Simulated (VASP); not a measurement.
# Si: single point with PBEsol

Crystal: Si.

```
Si
1.0
    -3.65441    3.65441    1.91868
     3.65441   -3.65441    1.91868
     3.65441    3.65441   -1.91868
Si
4
Direct
  0.17873 0.17873 0.35746
  0.82127 0.82127 0.64254
  0.17873 0.82127 0.00000
  0.82127 0.17873 0.00000
```

```
Program             : VASP 6.6.1
Task                : single point
Functional          : PBEsol
Potentials or basis : VASP PAW PBE potentials, release 64 (Si)
Cutoff              : 520 eV
k mesh              : 10 × 10 × 10
Occupations         : gaussian, width 0.03 eV
Spin                : no spin polarisation
```

The pressure is -10.1 GPa. The largest force is 0.536 eV/Å. The band gap on the k mesh is 0.04 eV (least direct gap 0.96 eV).

Forces in eV/Å, atoms in the order of the input:
```
Si  -0.379 -0.379  0.000
Si   0.379  0.379  0.000
Si   0.379 -0.379  0.000
Si  -0.379  0.379  0.000
```

Stress tensor (GPa, compression positive):
```
-13.47   0.00   0.00
  0.00 -13.47   0.00
  0.00   0.00  -3.33
```

Levels at points of the mesh, in eV from the valence-band top:
```
           k point  band 6  band 7  band 8  band 9  band 10  band 11
(0.00, 0.00, 0.00)   -0.85   -0.85   -0.25    0.79     0.79     2.31
(0.50, 0.00, 0.00)   -2.89   -1.76   -1.44    0.89     1.61     2.86
(0.50, 0.50, 0.00)   -1.87   -1.14   -0.91    1.68     2.02     2.50
(0.50, 0.50, 0.50)   -0.16   -0.16    0.00    0.96     1.31     2.34
```

Wall time 66 s on 1 thread of Intel(R) Xeon(R) 6975P-C (Granite Rapids), on a shared host, peak memory 0.32 GiB.

Caveat: the cell stands under tension; the PAW data sets were made with another functional, which shifts forces and pressure a little. A k mesh can miss the band edges.
